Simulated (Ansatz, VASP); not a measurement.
## One calculation of SnO, two programs

INCAR

```
SYSTEM = SnO
PREC = Accurate
ENCUT = 600
EDIFF = 1E-6
ISMEAR = 0
SIGMA = 0.01
LREAL = .FALSE.
LASPH = .TRUE.
NELM = 60
ALGO = Normal
ISIF = 3
LWAVE = .FALSE.
LCHARG = .FALSE.
GGA = PE
IVDW = 12
IBRION = 2
NSW = 80
EDIFFG = -0.001
```

File KPOINTS:

```
Automatic mesh
0
G
  8 8 6
  0 0 0
```

The input POSCAR:

```
SnO
1.0
    3.7986000000      0.0000000000      0.0000000000
    0.0000000000      3.7986000000      0.0000000000
    0.0000000000      0.0000000000      4.8408000000
Sn O
2 2
Direct
    0.5000000000      0.0000000000      0.2369000000
    0.0000000000      0.5000000000      0.7631000000
    0.0000000000      0.0000000000      0.0000000000
    0.5000000000      0.5000000000      0.0000000000
```

Input for Ansatz:

```yaml
crystal:
  lattice:
    - [3.7986, 0.0, 0.0]
    - [0.0, 3.7986, 0.0]
    - [0.0, 0.0, 4.8408]
  atoms:
    - { symbol: Sn, position: [0.5, 0.0, 0.2369] }
    - { symbol: Sn, position: [0.0, 0.5, 0.7631] }
    - { symbol: O, position: [0.0, 0.0, 0.0] }
    - { symbol: O, position: [0.5, 0.5, 0.0] }
scf:
  occupations: { method: fixed }
output:
  forces: true
  stress: true
  eigenvalues: true
  write_density: true
  write_potential: true
  elf: true
  volumetric_format: npy
hamiltonian:
  xc: pbe
  dispersion: d3bj
relax:
  f_tol: 0.001
  max_steps: 60
  cell: { stress_tol: 0.03 }
kpoints:
  mp_grid: { grid: [8, 8, 6] }
```

Alike in both runs: task relaxation of cell and atoms; functional PBE; dispersion D3(BJ); k mesh 8 × 8 × 6; no spin polarisation.

|  | VASP | Ansatz |
| --- | --- | --- |
| version | VASP 6.6.1 | Ansatz 0.2.0 |
| potentials or method | VASP PAW PBE potentials, release 64 (Sn_d, O) | scalar-relativistic, plane waves, PAW |
| plane-wave cutoff (eV) | 600 | 420 |
| occupations | gaussian, width 0.01 eV | fixed |
| valence electrons in the cell | 40 | 40 |

|  | VASP | Ansatz | Ansatz less VASP |
| --- | --- | --- | --- |
| relaxed volume (Å³/atom) | 17.41 | 17.55 | +0.140 |
| relaxed cell length with the largest relative difference (Å) | 4.736 | 4.764 | +0.0280 |

Ansatz's warnings: metallic iterate.
